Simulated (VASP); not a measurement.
**Ni: vibrations by perturbation theory with PBE**

Crystal: Ni.

```
Ni
1.0
    -1.38372    1.38372    1.38372
     1.38372   -1.38372    1.38372
     1.38372    1.38372   -1.38372
Ni
1
Direct
  0.00000 0.00000 0.00000
```

* Program: VASP 6.6.1
* Task: vibrations by perturbation theory
* Functional: PBE
* Potentials or basis: VASP PAW PBE potentials, release 64 (Ni)
* Cutoff: 520 eV
* k mesh: 10 × 10 × 10
* Occupations: fermi-dirac, width 0.05 eV
* Spin: collinear spin, ferromagnetic start
* Starting moments: [1.0] μB
* Dipole correction: no
* Further INCAR settings: ALGO = Normal; EDIFF = 1e-08; NBANDS = 15; IBRION = 8; NSW = 1

```json
{
 "Net moment": "0.45 μB per cell",
 "Site moments": "Ni +0.45 μB",
 "Valence electrons inside the program's atomic spheres": "Ni 9.36"
}
```

It took 52 s on 1 thread of AMD EPYC 9R45 96-Core Processor (Zen 5) (shared host), peak memory 0.15 GiB.
